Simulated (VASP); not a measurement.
Al3Cu, 4 atoms in the cell. It takes space group P4/mmm (No. 123, tetragonal). Conventional cell: a = 2.806 Å, b = 2.806 Å, c = 7.675 Å, α = 90.00°, β = 90.00°, γ = 90.00°. Within 3.7 Å of Al (site symmetry 4/mmm) lie 12 Al at 2.81 to 2.92 Å. Within 3.4 Å of Al (site symmetry 4mm) lie 4 Cu at 2.61 Å and 9 Al at 2.81 to 3.39 Å. Cu (site symmetry 4/mmm) has 8 Al at 2.61 Å and 4 Cu at 2.81 Å within 3.4 Å. 

| Property | Result |
| --- | --- |
| Program | VASP 6.6.1 |
| Task | relaxation of cell and atoms |
| Functional | PBEsol |
| Potentials or basis | VASP PAW PBE potentials, release 64 (Al, Cu) |
| Cutoff | 600 eV |
| k mesh | 16 × 16 × 6 |
| Occupations | gaussian, width 0.1 eV |
| Spin | no spin polarisation |
| Target pressure | -3 GPa |
| Dipole correction | no |
| Further INCAR settings | ALGO = Fast; EDIFF = 1e-06; IBRION = 2; EDIFFG = -0.008; NSW = 70; ISIF = 3 |

Potentials or basis: VASP PAW PBE potentials, release 64 (Al, Cu).

Run with:

```console
$ cat potpaw_PBE.64/Al/POTCAR potpaw_PBE.64/Cu/POTCAR > POTCAR
$ mpirun -np 1 vasp_std > vasp.out
```

Hardware: 1 thread of Intel(R) Xeon(R) 6975P-C (Granite Rapids), on a shared host.

Problem. Estimate the wall time of this run.

Solution. It took 4.9 min on 1 thread of Intel(R) Xeon(R) 6975P-C (Granite Rapids) (shared host), peak memory 0.34 GiB. Counts: scf iterations 70, k points 180, ion steps 9.
